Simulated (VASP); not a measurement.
# Ta3N (P-3m1) in VASP: a series of runs

Runs on Ta3N. Level: PBEsol. Tasks: single point.

Program: VASP 6.6.1. These are calculated values, not measurements. Logs are shortened: lines on timing, memory, paths and dates and some standing lists are left out, and cuts for length are marked.

### 1 The cell of the first run

Symmetry: P-3m1, No. 164, trigonal system. Conventional cell: a = 3.121 Å, b = 3.121 Å, c = 8.046 Å, α = 90.00°, β = 90.00°, γ = 120.00°. Ta (site symmetry -3m) has 12 Ta at 3.12 to 3.19 Å and 2 N at 4.02 Å within 4.1 Å. Ta (site symmetry 3m) has 3 N at 2.27 Å within 3.0 Å. Within 3.0 Å of N (site symmetry -3m) lie 6 Ta at 2.27 Å.

### 2 Single point, PBEsol (strain +0.040 along x and y, +0.080 along z)

File INCAR:

```
SYSTEM = Ta3N
  PREC = Accurate
  ENCUT = 520
  EDIFF = 1E-6
  ISMEAR = 0
  SIGMA = 0.15
  LREAL = .FALSE.
  LASPH = .TRUE.
  NELM = 60
  ALGO = Normal
  ISIF = 2
  LWAVE = .FALSE.
  LCHARG = .FALSE.
  GGA = PS
  NBANDS = 27
```

File KPOINTS:

```
regular mesh
0
G
  18 18 8
  0 0 0
```

File POSCAR:

```
Ta3N
1.0
    3.1205247677      0.0000000000      0.0000000000
   -1.5602623839      2.7024537220      0.0000000000
    0.0000000000      0.0000000000      8.0459191266
Ta N
3 1
Direct
    0.0000000000      0.0000000000      0.5000000000
    0.3333333333      0.6666666667      0.1725859884
    0.6666666667      0.3333333333      0.8274140116
    0.0000000000      0.0000000000      0.0000000000
```

Potentials or basis: VASP PAW PBE potentials, release 64 (Ta_pv, N).

On the command line:

```bash
$ cat potpaw_PBE.64/Ta_pv/POTCAR potpaw_PBE.64/N/POTCAR > POTCAR
$ mpirun -np 1 vasp_std > vasp.out
```

OUTCAR:

```text
SYSTEM = Ta3N
   PREC = Accurate
   ENCUT = 520
   EDIFF = 1E-6
   ISMEAR = 0
   LREAL = .FALSE.
   LASPH = .TRUE.
   NELM = 60
   ISIF = 2
   GGA = PS

 ion  position               nearest neighbor table
   1  0.000  0.000  0.500-   2 3.19   3 3.19   3 3.19   2 3.19   3 3.19   2 3.19
   2  0.333  0.667  0.173-   4 2.27   4 2.27   4 2.27   1 3.19   1 3.19   1 3.19   3 3.31   3 3.31
                             3 3.31
   3  0.667  0.333  0.827-   4 2.27   4 2.27   4 2.27   1 3.19   1 3.19   1 3.19   2 3.31   2 3.31
                             2 3.31
   4  0.000  0.000  0.000-   2 2.27   3 2.27   3 2.27   2 2.27   3 2.27   2 2.27

  LATTYP: Found a hexagonal cell.
 ALAT       =     3.1205247677
 C/A-ratio  =     2.5783865617

  Lattice vectors:

 A1 = (   3.1205247677,   0.0000000000,   0.0000000000)
 A2 = (  -1.5602623839,   2.7024537220,   0.0000000000)
 A3 = (   0.0000000000,   0.0000000000,   8.0459191266)

Analysis of symmetry for initial positions (statically):
=====================================================================
 Subroutine PRICEL returns:
 Original cell was already a primitive cell.

 Routine SETGRP: Setting up the symmetry group for a
 hexagonal supercell.

 Subroutine GETGRP returns: Found 12 space group operations
 (whereof 12 operations were pure point group operations)
 out of a pool of 24 trial point group operations.

The static configuration has the point symmetry D_3d.

Analysis of symmetry for dynamics (positions and initial velocities):
=====================================================================
 Subroutine PRICEL returns:
 Original cell was already a primitive cell.

 Routine SETGRP: Setting up the symmetry group for a
 hexagonal supercell.

 Subroutine GETGRP returns: Found 12 space group operations
 (whereof 12 operations were pure point group operations)
 out of a pool of 24 trial point group operations.

The dynamic configuration has the point symmetry D_3d.

 Subroutine INISYM returns: Found 12 space group operations
 (whereof 12 operations are pure point group operations),
 and found     1 'primitive' translations

----------------------------------------------------------------------------------------

                                     Primitive cell

  volume of cell :      67.8518

  direct lattice vectors                    reciprocal lattice vectors
     3.120524768  0.000000000  0.000000000     0.320458921  0.185017044  0.000000000
    -1.560262384  2.702453722  0.000000000     0.000000000  0.370034089  0.000000000
     0.000000000  0.000000000  8.045919127     0.000000000  0.000000000  0.124286608

  length of vectors
     3.120524768  3.120524768  8.045919127     0.370034089  0.370034089  0.124286608

  position of ions in fractional coordinates (direct lattice)
     0.000000000  0.000000000  0.500000000
     0.333333333  0.666666667  0.172585988
     0.666666667  0.333333333  0.827414012
     0.000000000  0.000000000  0.000000000

  ion indices of the primitive-cell ions
   primitive index   ion index
                 1           1
                 2           2
                 3           3
                 4           4

----------------------------------------------------------------------------------------

 KPOINTS: regular mesh

Automatic generation of k-mesh.
 Grid dimensions read from file:
 generate k-points for:   18   18    8

 Generating k-lattice:

  Cartesian coordinates                     Fractional coordinates (reciprocal lattice)
     0.017803273  0.010278725  0.000000000     0.055555556  0.000000000  0.000000000
     0.000000000  0.020557449  0.000000000     0.000000000  0.055555556  0.000000000
     0.000000000  0.000000000  0.015535826     0.000000000  0.000000000  0.125000000

  Length of vectors
     0.020557449  0.020557449  0.015535826

  Shift w.r.t. Gamma in fractional coordinates (k-lattice)
     0.000000000  0.000000000  0.000000000

 Subroutine IBZKPT returns following result:
 ===========================================

 Found    266 irreducible k-points:

 Following reciprocal coordinates:
            Coordinates               Weight
  0.000000  0.000000  0.000000      1.000000
  0.055556  0.000000  0.000000      6.000000
  0.111111  0.000000  0.000000      6.000000
  0.166667  0.000000  0.000000      6.000000
  0.222222  0.000000  0.000000      6.000000
  0.277778  0.000000  0.000000      6.000000
[... 16 lines left out ...]
  0.333333  0.111111  0.000000     12.000000
  0.388889  0.111111  0.000000     12.000000
 [... further k-points ...]
   k-points           NKPTS =    266   k-points in BZ     NKDIM =    266   number of bands    NBANDS=     27
   number of dos      NEDOS =    301   number of ions     NIONS =      4
   total plane-waves  NPLWV =  34560
   dimension x,y,z NGX =    24 NGY =   24 NGZ =   60
   dimension x,y,z NGXF=    48 NGYF=   48 NGZF=  120
   ions per type =               3   1
   NGX,Y,Z   is equivalent  to a cutoff of  12.79, 12.79, 12.40 a.u.
   NGXF,Y,Z  is equivalent  to a cutoff of  25.57, 25.57, 24.79 a.u.
 SYSTEM =  Ta3N
   PREC   = accura    normal or accurate (medium, high low for compatibility)
   ISTART =      0    job   : 0-new  1-cont  2-samecut
   ICHARG =      2    charge: 1-file 2-atom 10-const
   ISPIN  =      1    spin polarized calculation?
   LNONCOLLINEAR =      F non collinear calculations
   LSORBIT =      F    spin-orbit coupling
   LASPH  =      T    aspherical Exc in radial PAW
   ENCUT  =  520.0 eV  38.22 Ry    6.18 a.u.   5.80  5.80 14.96*2*pi/ulx,y,z
   NELM   =     60;   NELMIN=  2; NELMDL= -5     # of ELM steps
   EDIFF  = 0.1E-05   stopping-criterion for ELM
   LREAL  =      F    real-space projection
   EDIFFG = 0.1E-04   stopping-criterion for IOM
   NSW    =      0    number of steps for IOM
   IBRION =     -1    ionic relax: 0-MD 1-quasi-New 2-CG
   NFREE  =      0    steps in history (QN), initial steepest desc. (CG)
   ISIF   =      2    stress and relaxation
   ISYM   =      2    0-nonsym 1-usesym 2-fastsym
   POTIM  = 0.5000    time-step for ionic-motion
   TEBEG  =    0.0;   TEEND  =   0.0 temperature during run
   PSTRESS=    0.0 pullay stress
   NELECT =      38.0000    total number of electrons
   NUPDOWN=      -1.0000    fix difference up-down
   EMIN   =  10.00;   EMAX   =-10.00  energy-range for DOS
   EFERMI =   0.00;   METHOD = LEGACY
   ISMEAR =     0;   SIGMA  =   0.15  broadening in eV -4-tet -1-fermi 0-gaus
   EFERMI_NEDOS =   21; number of points for ismear=-14 and -15
   IALGO  =     38    algorithm
   IMIX   =      4    mixing-type and parameters
     AMIX     =   0.40;   BMIX     =  1.00
     AMIX_MAG =   1.60;   BMIX_MAG =  1.00
  volume/ion in A,a.u.               =      16.96       114.47
  Fermi-wavevector in a.u.,A,eV,Ry     =   1.349425  2.550044 24.775510  1.820949
  Thomas-Fermi vector in A             =   2.477013
   LORBIT       =      0    0 simple, 1 ext, 2 COOP (PROOUT), +10 PAW based schemes
   GGA     = PS    functional components
   LHFCALC =     F    Hartree Fock is set to
   AEXX    =    0.0000 exact exchange contribution
   IVDW    =     0    specifies the selected vdW correction
   LEPSILON=     F    determine dielectric tensor
   LRPA    =     F    only Hartree local field effects (RPA)
 non-spin polarized calculation
 Gauss-broadening in eV      SIGMA  =   0.15
  energy-cutoff  :      520.00
  volume of cell :       67.85
 maximum number of plane-waves:      1846
   NGX = 11   NGY = 11   NGZ = 29

 number of electron      37.9999996 magnetization

 Free energy of the ion-electron system (eV)
  ---------------------------------------------------
  ext. energy  EPLUGINS =         0.00000000
  ---------------------------------------------------
  free energy    TOTEN  =       -47.39684097 eV

  energy without entropy =      -47.35181314  energy(sigma->0) =      -47.37432705

 E-fermi :   5.3415     XC(G=0): -12.1748

 val. band max:        5.3411494926   @ k =   0.3333   0.0556   0.1250
 cond. band min:       5.3474473687   @ k =   0.0556   0.0556   0.0000
 fundamental gap:      0.0062978761
 Fermi energy:         5.3414817657

 k-point     1 :       0.0000    0.0000    0.0000
  band No.  band energies     occupation
      1     -29.8453      2.00000
      2     -29.6512      2.00000
      3     -29.4318      2.00000
      4     -29.4318      2.00000
      5     -29.4147      2.00000
      6     -29.4147      2.00000
[... 19 lines left out ...]
     26       7.3343      0.00000
     27       8.1329      0.00000

 k-point     2 :       0.0556    0.0000    0.0000
  band No.  band energies     occupation
      1     -29.8418      2.00000
      2     -29.6492      2.00000
      3     -29.4485      2.00000
      4     -29.4365      2.00000
      5     -29.4301      2.00000
      6     -29.4175      2.00000
[... 19 lines left out ...]
     26       7.4765      0.00000
     27       8.2819      0.00000

 k-point     3 :       0.1111    0.0000    0.0000
  band No.  band energies     occupation
      1     -29.8320      2.00000
      2     -29.6445      2.00000
      3     -29.4948      2.00000
      4     -29.4741      2.00000
      5     -29.4497      2.00000
      6     -29.4260      2.00000
[... 19 lines left out ...]
     26       7.7694      0.00000
     27       8.5452      0.00000

 k-point     4 :       0.1667    0.0000    0.0000
  band No.  band energies     occupation
      1     -29.8184      2.00000
      2     -29.6436      2.00000
      3     -29.5584      2.00000
      4     -29.5397      2.00000
      5     -29.4692      2.00000
      6     -29.4398      2.00000
[... 19 lines left out ...]
     26       8.0443      0.00000
     27       8.7607      0.00000
[... 516 lines left out ...]
      4     -29.5879      2.00000
      5     -29.5629      2.00000
      6     -29.5283      2.00000
[... 19 lines left out ...]
     26       9.0772      0.00000
     27       9.1625      0.00000

 k-point    23 :       0.3333    0.1111    0.0000
  band No.  band energies     occupation
      1     -29.9141      2.00000
      2     -29.8787      2.00000
      3     -29.6857      2.00000
      4     -29.5979      2.00000
      5     -29.5732      2.00000
      6     -29.5464      2.00000
[... 19 lines left out ...]
     26       9.3098      0.00000
     27       9.5958      0.00000

 k-point    24 :       0.3889    0.1111    0.0000
  band No.  band energies     occupation
      1     -29.9504      2.00000
      2     -29.9126      2.00000
      3     -29.6785      2.00000
      4     -29.6112      2.00000
      5     -29.5737      2.00000
      6     -29.5583      2.00000
[... 19 lines left out ...]
     26       9.4366      0.00000
     27       9.8017      0.00000

 [... further k-points ...]

------------------------ aborting loop because EDIFF is reached ----------------------------------------

  FORCE on cell =-STRESS in cart. coord.  units (eV):
  Direction    XX          YY          ZZ          XY          YZ          ZX
  --------------------------------------------------------------------------------------
  -------------------------------------------------------------------------------------
  Total      -12.0450602    -12.0450602    -13.5067475      0.0000000     -0.0000000      0.0000000
  in kB     -284.4185993   -284.4185993   -318.9332527      0.0000000     -0.0000000      0.0000000
  external PRESSURE =    -295.9234838 kB  Pullay stress =       0.0000000 kB

 VOLUME and BASIS-vectors are now :
 -----------------------------------------------------------------------------
  energy-cutoff  :      520.00
  volume of cell :       67.85
      direct lattice vectors                 reciprocal lattice vectors
     3.120524768  0.000000000  0.000000000     0.320458921  0.185017044  0.000000000
    -1.560262384  2.702453722  0.000000000     0.000000000  0.370034089  0.000000000
     0.000000000  0.000000000  8.045919127     0.000000000  0.000000000  0.124286608

 POSITION                                       TOTAL-FORCE (eV/Angst)
 -----------------------------------------------------------------------------------
      0.00000      0.00000      4.02296        -0.000000      0.000000     -0.000000
     -0.00000      1.80164      1.38861         0.000000     -0.000000     -0.663349
      1.56026      0.90082      6.65731         0.000000      0.000000      0.663349
      0.00000      0.00000      0.00000        -0.000000      0.000000     -0.000000
 -----------------------------------------------------------------------------------
    total drift:                                0.000000     -0.000000      0.000000

  FREE ENERGIE OF THE ION-ELECTRON SYSTEM (eV)
  ---------------------------------------------------
  free  energy   TOTEN  =       -47.3968409663 eV

  energy  without entropy=      -47.3518131368  energy(sigma->0) =      -47.37432705
```

Wall time 7.3 min (1 thread of Intel Xeon 8259CL, shared host); peak memory 0.48 GiB.

What came out:

```yaml
Free_energy: -47.3968 eV
Pressure: -29.6 GPa
Largest_force: 0.663 eV/Å
Band_gap_on_the_k_mesh: zero (bands 19 and 20 overlap by 0.51 eV)
```

Forces on the atoms (eV/Å):
```
Ta   0.000  0.000  0.000
Ta   0.000  0.000 -0.663
Ta   0.000  0.000  0.663
N    0.000  0.000  0.000
```

Caveat: the cell differs from its parent crystal (strain +0.040 along x and y, +0.080 along z); the cell stands under tension; the PAW data sets were made with another functional, which shifts forces and pressure a little; spin-orbit coupling is left out, which moves the levels of the heavy elements.

### 3 Single point, PBEsol (strain +0.080 along x and y, +0.040 along z)

File INCAR:

```
SYSTEM = Ta3N
PREC = Accurate ; ENCUT = 520
EDIFF = 1E-6 ; ISMEAR = 0
SIGMA = 0.15 ; LREAL = .FALSE.
LASPH = .TRUE. ; NELM = 100
ALGO = Normal ; ISIF = 2
LWAVE = .FALSE. ; LCHARG = .FALSE.
GGA = PS ; NBANDS = 27
```

KPOINTS is that of step 2.

File POSCAR:

```
Ta3N
1.0
    3.2405449511      0.0000000000      0.0000000000
   -1.6202724756      2.8063942498      0.0000000000
    0.0000000000      0.0000000000      7.7479221219
Ta N
3 1
Direct
    0.0000000000      0.0000000000      0.5000000000
    0.3333333333      0.6666666667      0.1725859884
    0.6666666667      0.3333333333      0.8274140116
    0.0000000000      0.0000000000      0.0000000000
```

Potentials or basis: VASP PAW PBE potentials, release 64 (Ta_pv, N).

On the command line:

```bash
$ cat potpaw_PBE.64/Ta_pv/POTCAR potpaw_PBE.64/N/POTCAR > POTCAR
$ mpirun -np 1 vasp_std > vasp.out
```

It took 7.6 min on 1 thread of Intel Xeon 8259CL, shared host; peak memory 0.5 GiB.

Results (log left out):

| Item | Value |
| --- | --- |
| Free energy | -46.8814 eV |
| Pressure | -34.0 GPa |
| Largest force | 1.089 eV/Å |
| Band gap on the k mesh | zero (bands 19 and 20 overlap by 0.55 eV) |

Forces on the atoms (eV/Å):
```
Ta   0.000  0.000  0.000
Ta   0.000  0.000 -1.089
Ta   0.000  0.000  1.089
N    0.000  0.000  0.000
```

Stress tensor (GPa, compression positive):
```
-34.97   0.00   0.00
  0.00 -34.97   0.00
  0.00   0.00 -32.08
```

Levels at points of the mesh, in eV from the Fermi level:
```tsv
k point	band 15	band 16	band 17	band 18	band 19	band 20	band 21	band 22	band 23	band 24
(0.00, 0.00, 0.00)	-2.91	-1.28	-0.48	-0.48	0.02	0.16	0.16	1.00	1.58	1.58
(0.50, 0.00, 0.00)	-3.15	-2.61	-1.21	-0.34	0.35	0.47	0.58	2.55	3.23	3.35
(0.00, 0.00, 0.50)	-3.48	-0.85	-0.81	-0.26	-0.26	0.41	0.41	1.02	1.02	1.24
(0.50, 0.00, 0.50)	-3.08	-2.36	-1.38	-0.91	-0.06	0.84	1.01	1.95	3.29	3.35
```

Caveat: the cell differs from its parent crystal (strain +0.080 along x and y, +0.040 along z); the cell stands under tension; the PAW data sets were made with another functional, which shifts forces and pressure a little; spin-orbit coupling is left out, which moves the levels of the heavy elements.

### 4 Single point, PBEsol (strain +0.080 along x and y, +0.080 along z)

File INCAR:

```
SYSTEM = Ta3N
ALGO = Normal
EDIFF = 1E-6
ENCUT = 520
GGA = PS
ISIF = 2
ISMEAR = 0
LASPH = .True.
LCHARG = .False.
LREAL = .False.
LWAVE = .False.
NBANDS = 27
NELM = 100
PREC = Accurate
SIGMA = 0.15
```

File KPOINTS:

```
k-points
0
Gamma
  18 18 8
  0 0 0
```

Edit POSCAR of step 3 so:

```diff
@@ -4,3 +4,3 @@
    -1.6202724756      2.8063942498      0.0000000000
-    0.0000000000      0.0000000000      7.7479221219
+    0.0000000000      0.0000000000      8.0459191266
 Ta N
```

On the command line:

```bash
$ cat potpaw_PBE.64/Ta_pv/POTCAR potpaw_PBE.64/N/POTCAR > POTCAR
$ mpirun -np 1 vasp_std > vasp.out
```

Run time: 8.8 min. Hardware: 1 thread of Intel Xeon 8259CL, shared host; peak memory 0.51 GiB.

The run converged. Its results:

* Free energy: -46.2891 eV
* Pressure: -37.6 GPa
* Largest force: 1.089 eV/Å
* Band gap on the k mesh: zero (bands 19 and 20 overlap by 0.50 eV)

Forces on the atoms (eV/Å):
```
Ta   0.000  0.000  0.000
Ta   0.000  0.000 -1.089
Ta   0.000  0.000  1.089
N    0.000  0.000  0.000
```

Stress tensor (GPa, compression positive):
```
-37.58   0.00   0.00
  0.00 -37.58   0.00
  0.00   0.00 -37.74
```

Levels at points of the mesh, in eV from the Fermi level:
```
           k point  band 15  band 16  band 17  band 18  band 19  band 20  band 21  band 22  band 23  band 24
(0.00, 0.00, 0.00)    -3.01    -1.43    -0.32    -0.32    -0.22     0.28     0.28     0.83     1.46     1.46
(0.50, 0.00, 0.00)    -3.00    -2.50    -1.12    -0.41     0.16     0.50     0.62     2.67     2.93     3.28
(0.00, 0.00, 0.50)    -3.63    -0.99    -0.91    -0.16    -0.16     0.48     0.48     1.03     1.05     1.05
(0.50, 0.00, 0.50)    -2.98    -2.27    -1.29    -0.95    -0.08     0.71     1.02     1.89     3.32     3.35
```

Caveat: the cell differs from its parent crystal (strain +0.080 along x and y, +0.080 along z); the cell stands under tension; the PAW data sets were made with another functional, which shifts forces and pressure a little; spin-orbit coupling is left out, which moves the levels of the heavy elements.

### 5 Overview

```tsv
cell	gap on the mesh (eV)	pressure (GPa)	largest force (eV/Å)
a = 3.121, b = 3.121, c = 8.046 Å, angles 90.0, 90.0, 120.0°, 4 atoms	none	-29.6	0.66
a = 3.241, b = 3.241, c = 7.748 Å, angles 90.0, 90.0, 120.0°, 4 atoms	none	-34.0	1.09
a = 3.241, b = 3.241, c = 8.046 Å, angles 90.0, 90.0, 120.0°, 4 atoms	none	-37.6	1.09
```

Alike in all rows: task single point; level PBEsol; potentials or basis VASP PAW PBE potentials, release 64 (Ta_pv, N); no spin polarisation; k mesh 18 × 18 × 8; cutoff (eV) 520; smearing gaussian 0.15 eV.

Caveats: the cell stands under tension; the PAW data sets were made with another functional, which shifts forces and pressure a little; spin-orbit coupling is left out, which moves the levels of the heavy elements.

Absolute energies hang on the potentials; compare differences alone.
